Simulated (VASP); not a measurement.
# Fe (Fm-3m) in VASP: notebook

The runs below take Fe through single point, with LDA.

Program: VASP 6.6.1. These are calculated values, not measurements. Logs are shortened: lines on timing, memory, paths and dates and some standing lists are left out, and cuts for length are marked.

**1. The cell of the first run**

The structure is cubic, space group Fm-3m (No. 225). The conventional cell has a = 3.282 Å, b = 3.282 Å, c = 3.282 Å, α = 90.00°, β = 90.00°, γ = 90.00°. Fe (site symmetry m-3m) has 12 Fe at 2.32 Å within 3.1 Å.

**2. Single point, LDA (volume scaled by 0.92)**

Input file INCAR:

```
ALGO     = Normal         # electronic algorithm
EDIFF    = 1E-7           # SCF threshold, eV
ENCUT    = 520            # plane-wave cutoff, eV
ISIF     = 2              # what is computed and relaxed
ISMEAR   = -1             # smearing method
LASPH    = True           # aspherical terms in the spheres
LCHARG   = False          # write CHGCAR
LREAL    = False          # projectors in reciprocal space
LWAVE    = False          # write WAVECAR
NBANDS   = 10             # bands
NELM     = 80             # most SCF steps
PREC     = Accurate       # precision mode
SIGMA    = 0.1            # smearing width, eV
```

Input file KPOINTS:

```
k-points
0
Gamma
  18 18 18
```

Input file POSCAR:

```
Fe
1.0
    0.0000000000      1.6412341585      1.6412341585
    1.6412341585      0.0000000000      1.6412341585
    1.6412341585      1.6412341585      0.0000000000
Fe
1
Direct
    0.0000000000      0.0000000000      0.0000000000
```

Potentials or basis: VASP PAW LDA potentials, release 64 (Fe).

Launch:

```console
cat potpaw_LDA.64/Fe/POTCAR > POTCAR
mpirun -np 1 vasp_std > vasp.out
```

OUTCAR:

```text
EDIFF = 1E-7
   ENCUT = 520
   ISIF = 2
   ISMEAR = -1
   LASPH = True
   LREAL = False
   NELM = 80
   PREC = Accurate

 ion  position               nearest neighbor table
   1  0.000  0.000  0.000-

  LATTYP: Found a face centered cubic cell.
 ALAT       =     3.2824683170

  Lattice vectors:

 A1 = (   0.0000000000,   1.6412341585,   1.6412341585)
 A2 = (   1.6412341585,   0.0000000000,   1.6412341585)
 A3 = (   1.6412341585,   1.6412341585,   0.0000000000)

Analysis of symmetry for initial positions (statically):
=====================================================================
 Subroutine PRICEL returns:
 Original cell was already a primitive cell.

 Routine SETGRP: Setting up the symmetry group for a
 face centered cubic supercell.

 Subroutine GETGRP returns: Found 48 space group operations
 (whereof 48 operations were pure point group operations)
 out of a pool of 48 trial point group operations.

The static configuration has the point symmetry O_h .

Analysis of symmetry for dynamics (positions and initial velocities):
=====================================================================
 Subroutine PRICEL returns:
 Original cell was already a primitive cell.

 Routine SETGRP: Setting up the symmetry group for a
 face centered cubic supercell.

 Subroutine GETGRP returns: Found 48 space group operations
 (whereof 48 operations were pure point group operations)
 out of a pool of 48 trial point group operations.

The dynamic configuration has the point symmetry O_h .

 Subroutine INISYM returns: Found 48 space group operations
 (whereof 48 operations are pure point group operations),
 and found     1 'primitive' translations

----------------------------------------------------------------------------------------

                                     Primitive cell

  volume of cell :       8.8418

  direct lattice vectors                    reciprocal lattice vectors
     0.000000000  1.641234159  1.641234159    -0.304648790  0.304648790  0.304648790
     1.641234159  0.000000000  1.641234159     0.304648790 -0.304648790  0.304648790
     1.641234159  1.641234159  0.000000000     0.304648790  0.304648790 -0.304648790

  length of vectors
     2.321055606  2.321055606  2.321055606     0.527667182  0.527667182  0.527667182

  position of ions in fractional coordinates (direct lattice)
     0.000000000  0.000000000  0.000000000

  ion indices of the primitive-cell ions
   primitive index   ion index
                 1           1

----------------------------------------------------------------------------------------

 KPOINTS: k-points

Automatic generation of k-mesh.
 Grid dimensions read from file:
 generate k-points for:   18   18   18

 Generating k-lattice:

  Cartesian coordinates                     Fractional coordinates (reciprocal lattice)
    -0.016924933  0.016924933  0.016924933     0.055555556  0.000000000  0.000000000
     0.016924933 -0.016924933  0.016924933     0.000000000  0.055555556  0.000000000
     0.016924933  0.016924933 -0.016924933     0.000000000  0.000000000  0.055555556

  Length of vectors
     0.029314843  0.029314843  0.029314843

  Shift w.r.t. Gamma in fractional coordinates (k-lattice)
     0.000000000  0.000000000  0.000000000

 Subroutine IBZKPT returns following result:
 ===========================================

 Found    195 irreducible k-points:

 Following reciprocal coordinates:
            Coordinates               Weight
  0.000000  0.000000  0.000000      1.000000
  0.055556  0.000000  0.000000      8.000000
  0.111111  0.000000  0.000000      8.000000
  0.166667  0.000000  0.000000      8.000000
  0.222222  0.000000  0.000000      8.000000
  0.277778  0.000000  0.000000      8.000000
[... 16 lines left out ...]
 -0.277778  0.055556  0.000000     24.000000
 -0.222222  0.055556  0.000000     24.000000
 [... further k-points ...]
   k-points           NKPTS =    195   k-points in BZ     NKDIM =    195   number of bands    NBANDS=     10
   number of dos      NEDOS =    301   number of ions     NIONS =      1
   total plane-waves  NPLWV =   5832
   dimension x,y,z NGX =    18 NGY =   18 NGZ =   18
   dimension x,y,z NGXF=    36 NGYF=   36 NGZF=   36
   ions per type =               1
   NGX,Y,Z   is equivalent  to a cutoff of  12.89, 12.89, 12.89 a.u.
   NGXF,Y,Z  is equivalent  to a cutoff of  25.79, 25.79, 25.79 a.u.
 SYSTEM =  unknown system
   PREC   = accura    normal or accurate (medium, high low for compatibility)
   ISTART =      0    job   : 0-new  1-cont  2-samecut
   ICHARG =      2    charge: 1-file 2-atom 10-const
   ISPIN  =      1    spin polarized calculation?
   LNONCOLLINEAR =      F non collinear calculations
   LSORBIT =      F    spin-orbit coupling
   LASPH  =      T    aspherical Exc in radial PAW
   ENCUT  =  520.0 eV  38.22 Ry    6.18 a.u.   4.32  4.32  4.32*2*pi/ulx,y,z
   NELM   =     80;   NELMIN=  2; NELMDL= -5     # of ELM steps
   EDIFF  = 0.1E-06   stopping-criterion for ELM
   LREAL  =      F    real-space projection
   EDIFFG = 0.1E-05   stopping-criterion for IOM
   NSW    =      0    number of steps for IOM
   IBRION =     -1    ionic relax: 0-MD 1-quasi-New 2-CG
   NFREE  =      0    steps in history (QN), initial steepest desc. (CG)
   ISIF   =      2    stress and relaxation
   ISYM   =      2    0-nonsym 1-usesym 2-fastsym
   POTIM  = 0.5000    time-step for ionic-motion
   TEBEG  =    0.0;   TEEND  =   0.0 temperature during run
   PSTRESS=    0.0 pullay stress
   NELECT =       8.0000    total number of electrons
   NUPDOWN=      -1.0000    fix difference up-down
   EMIN   =  10.00;   EMAX   =-10.00  energy-range for DOS
   EFERMI =   0.00;   METHOD = LEGACY
   ISMEAR =    -1;   SIGMA  =   0.10  broadening in eV -4-tet -1-fermi 0-gaus
   EFERMI_NEDOS =   21; number of points for ismear=-14 and -15
   IALGO  =     38    algorithm
   IMIX   =      4    mixing-type and parameters
     AMIX     =   0.40;   BMIX     =  1.00
     AMIX_MAG =   1.60;   BMIX_MAG =  1.00
  volume/ion in A,a.u.               =       8.84        59.67
  Fermi-wavevector in a.u.,A,eV,Ry     =   1.583401  2.992194 34.111971  2.507159
  Thomas-Fermi vector in A             =   2.683177
   LORBIT       =      0    0 simple, 1 ext, 2 COOP (PROOUT), +10 PAW based schemes
   GGA     = CA    functional components
   LHFCALC =     F    Hartree Fock is set to
   AEXX    =    0.0000 exact exchange contribution
   IVDW    =     0    specifies the selected vdW correction
   LEPSILON=     F    determine dielectric tensor
   LRPA    =     F    only Hartree local field effects (RPA)
 non-spin polarized calculation
  energy-cutoff  :      520.00
  volume of cell :        8.84
 maximum number of plane-waves:       259
 NGX is ok and might be reduce to    18
   NGX =  9   NGY =  9   NGZ =  9

 number of electron       8.0000007 magnetization

 Free energy of the ion-electron system (eV)
  ---------------------------------------------------
  ext. energy  EPLUGINS =         0.00000000
  ---------------------------------------------------
  free energy    TOTEN  =        -9.27508755 eV

  energy without entropy =       -9.22948408  energy(sigma->0) =       -9.25228582

 E-fermi :   8.4631     XC(G=0): -14.9154

 val. band max:        8.4439363349   @ k =   0.3333   0.2778   0.0000
 cond. band min:       8.4682584491   @ k =   0.1667   0.0556   0.0000
 fundamental gap:      0.0243221141
 Fermi energy:         8.4631495061

 k-point     1 :       0.0000    0.0000    0.0000
  band No.  band energies     occupation
      1      -1.1509      2.00000
      2       6.4277      2.00000
      3       6.4277      2.00000
      4       6.4277      2.00000
      5       8.3831      1.38025
      6       8.3831      1.38025
      7      33.0614      0.00000
      8      39.5684      0.00000
      9      39.5684      0.00000
     10      39.5684      0.00000

 k-point     2 :       0.0556    0.0000    0.0000
  band No.  band energies     occupation
      1      -1.0020      2.00000
      2       6.3655      2.00000
      3       6.4757      2.00000
      4       6.4757      2.00000
      5       8.3583      1.48104
      6       8.3583      1.48104
      7      33.0013      0.00000
      8      37.9696      0.00000
      9      39.4855      0.00000
     10      39.4855      0.00000

 k-point     3 :       0.1111    0.0000    0.0000
  band No.  band energies     occupation
      1      -0.5669      2.00000
      2       6.1992      2.00000
      3       6.6001      2.00000
      4       6.6001      2.00000
      5       8.3048      1.65945
      6       8.3048      1.65945
      7      32.4760      0.00000
      8      35.7187      0.00000
      9      39.2870      0.00000
     10      39.2870      0.00000

 k-point     4 :       0.1667    0.0000    0.0000
  band No.  band energies     occupation
      1       0.1136      2.00000
      2       5.9891      2.00000
      3       6.7367      2.00000
      4       6.7367      2.00000
      5       8.2893      1.70101
      6       8.2893      1.70101
      7      30.6600      0.00000
      8      34.5663      0.00000
      9      39.0579      0.00000
     10      39.0579      0.00000
[... 222 lines left out ...]
 k-point    22 :      -0.3333    0.0556    0.0000
  band No.  band energies     occupation
      1       2.5993      2.00000
      2       6.4601      2.00000
      3       6.5284      2.00000
      4       6.5874      2.00000
      5       8.9568      0.01426
      6       9.6103      0.00002
      7      22.2297      0.00000
      8      32.0404      0.00000
      9      36.7594      0.00000
     10      40.1098      0.00000

 k-point    23 :      -0.2778    0.0556    0.0000
  band No.  band energies     occupation
      1       2.1302      2.00000
      2       5.9141      2.00000
      3       6.6315      2.00000
      4       6.7395      2.00000
      5       8.5475      0.60152
      6       9.1842      0.00148
      7      24.6735      0.00000
      8      32.5642      0.00000
      9      37.1536      0.00000
     10      40.5686      0.00000

 k-point    24 :      -0.2222    0.0556    0.0000
  band No.  band energies     occupation
      1       1.3572      2.00000
      2       5.7392      2.00000
      3       6.7603      2.00000
      4       6.8532      2.00000
      5       8.2108      1.85152
      6       8.8086      0.06125
      7      27.2912      0.00000
      8      33.1107      0.00000
      9      37.6398      0.00000
     10      40.5198      0.00000

 [... further k-points ...]
[... 5 lines left out ...]
  --------------------------------------------------------------------------------------
  -------------------------------------------------------------------------------------
  Total        1.8899314      1.8899314      1.8899314      0.0000000      0.0000000      0.0000000
  in kB      342.4640568    342.4640568    342.4640568      0.0000000      0.0000000      0.0000000
  external PRESSURE =     342.4640568 kB  Pullay stress =       0.0000000 kB

 VOLUME and BASIS-vectors are now :
 -----------------------------------------------------------------------------
  energy-cutoff  :      520.00
  volume of cell :        8.84
      direct lattice vectors                 reciprocal lattice vectors
     0.000000000  1.641234159  1.641234159    -0.304648790  0.304648790  0.304648790
     1.641234159  0.000000000  1.641234159     0.304648790 -0.304648790  0.304648790
     1.641234159  1.641234159  0.000000000     0.304648790  0.304648790 -0.304648790

 POSITION                                       TOTAL-FORCE (eV/Angst)
 -----------------------------------------------------------------------------------
      0.00000      0.00000      0.00000         0.000000      0.000000      0.000000
 -----------------------------------------------------------------------------------
    total drift:                                0.000000     -0.000000      0.000000

  FREE ENERGIE OF THE ION-ELECTRON SYSTEM (eV)
  ---------------------------------------------------
  free  energy   TOTEN  =        -9.2750875538 eV

  energy  without entropy=       -9.2294840778  energy(sigma->0) =       -9.25228582
```

Run time: 31 s. Hardware: 1 thread of AMD EPYC 7R13, shared host; peak memory 0.1 GiB.

Results:

* Free energy: -9.2751 eV
* Pressure: 34.2 GPa
* Band gap on the k mesh: zero (band 4 reaches 10.06 eV, above the bottom of band 5 at 7.59 eV)

Caveat: the run has no spin polarisation, though such a crystal can be magnetic.

**3. Single point, LDA (volume scaled by 0.96)**

Input file INCAR:

```
SYSTEM = Fe
PREC = Accurate
ENCUT = 520
EDIFF = 1E-6
ISMEAR = -1
SIGMA = 0.1
LREAL = .False.
LASPH = .True.
NELM = 80
ALGO = Normal
ISIF = 2
LWAVE = .False.
LCHARG = .False.
NBANDS = 10
```

Input file KPOINTS:

```
Automatic mesh
0
Gamma
  18 18 18
  0 0 0
```

Input file POSCAR:

```
Fe
1.0
    0.0000000000      1.6646835288      1.6646835288
    1.6646835288      0.0000000000      1.6646835288
    1.6646835288      1.6646835288      0.0000000000
Fe
1
Direct
    0.0000000000      0.0000000000      0.0000000000
```

Potentials or basis: VASP PAW LDA potentials, release 64 (Fe).

Launch:

```console
cat potpaw_LDA.64/Fe/POTCAR > POTCAR
mpirun -np 1 vasp_std > vasp.out
```

Run time: 38 s. Hardware: 1 thread of AMD EPYC 7R13, shared host; peak memory 0.1 GiB.

Results (log left out):

| Item | Value |
| --- | --- |
| Free energy | -9.3334 eV |
| Pressure | 15.1 GPa |
| Band gap on the k mesh | zero (band 4 reaches 9.40 eV, above the bottom of band 5 at 7.09 eV) |

Levels at points of the mesh, in eV from the Fermi level:
| k point | band 1 | band 2 | band 3 | band 4 | band 5 | band 6 | band 7 | band 8 |
| --- | --- | --- | --- | --- | --- | --- | --- | --- |
| (0.00, 0.00, 0.00) | -9.37 | -1.91 | -1.91 | -1.91 | -0.08 | -0.08 | 24.25 | 30.43 |
| (0.50, 0.00, 0.00) | -5.48 | -2.02 | -2.02 | 0.29 | 1.17 | 1.17 | 9.46 | 22.79 |
| (0.50, 0.50, 0.00) | -5.70 | -4.89 | 1.14 | 1.50 | 1.50 | 3.62 | 13.02 | 17.40 |

Caveat: the run has no spin polarisation, though such a crystal can be magnetic.

(Continued in part 2 of 3.)
